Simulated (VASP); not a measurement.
W: relaxation of volume and atoms at fixed shape with PBE

W:

```
W
1.0
     3.99000    0.00000    0.00000
     0.00000    3.99000    0.00000
     0.00000    0.00000    3.99000
W
4
Direct
  0.00000 0.00000 0.00000
  0.00000 0.50000 0.50000
  0.50000 0.00000 0.50000
  0.50000 0.50000 0.00000
```

```
Program                : VASP 6.6.1
Task                   : relaxation of volume and atoms at fixed shape
Functional             : PBE
Potentials or basis    : VASP PAW PBE potentials, release 64 (W_sv)
Cutoff                 : 500 eV
k mesh                 : 6 × 6 × 6
Occupations            : gaussian, width 0.1 eV
Spin                   : no spin polarisation
Dipole correction      : no
Further INCAR settings : ALGO = Normal; EDIFF = 1e-07; IBRION = 2; EDIFFG = -0.03; NSW = 60; ISIF = 8
```

```yaml
Relaxed_volume: 16.47 Å³/atom
Relaxed_cell: a = 4.038 Å, b = 4.038 Å, c = 4.038 Å, α = 90.00°, β = 90.00°, γ = 90.00°
Space_group_after_relaxing_to_0.05_Å: Fm-3m (No. 225)
Energy_gained_by_relaxing: 19.3 meV/atom
Ionic_steps: 4
Pressure_after_relaxing: 0.0 GPa
Band_gap_on_the_k_mesh: zero (band 28 reaches 13.00 eV, above the bottom of band 29 at 10.05 eV)
```

Step by step:
```csv
step,energy change (eV),largest force (eV/Å),pressure (GPa),volume (Å³)
1,0.0000,0.0000,10.92,63.52
2,0.6515,0.0000,-26.00,74.00
3,-0.0769,0.0000,-0.47,65.97
4,-0.0771,0.0000,-0.02,65.86
```

Final structure:
```
W
1.0
     4.03848    0.00000    0.00000
     0.00000    4.03848    0.00000
     0.00000    0.00000    4.03848
W
4
Direct
  0.00000 0.00000 0.00000
  0.00000 0.50000 0.50000
  0.50000 0.00000 0.50000
  0.50000 0.50000 0.00000
```

Levels at points of the mesh, in eV from the Fermi level:
```tsv
k point	band 25	band 26	band 27	band 28	band 29	band 30	band 31	band 32
(0.00, 0.00, 0.00)	-0.56	-0.56	2.55	2.55	3.02	3.02	3.02	4.98
(0.50, 0.00, 0.00)	-2.02	-2.02	-0.12	-0.12	1.26	1.26	1.56	1.56
(0.50, 0.50, 0.00)	-1.85	-1.85	-1.85	-1.85	0.86	0.86	0.86	0.86
(0.50, 0.50, 0.50)	-0.78	-0.78	-0.78	-0.78	0.61	0.61	0.61	0.61
```

Wall time 58 s on 1 thread of Intel(R) Xeon(R) 6975P-C (Granite Rapids) (shared host), peak memory 0.18 GiB.

Caveat: spin-orbit coupling is left out, which moves the levels of the heavy elements.
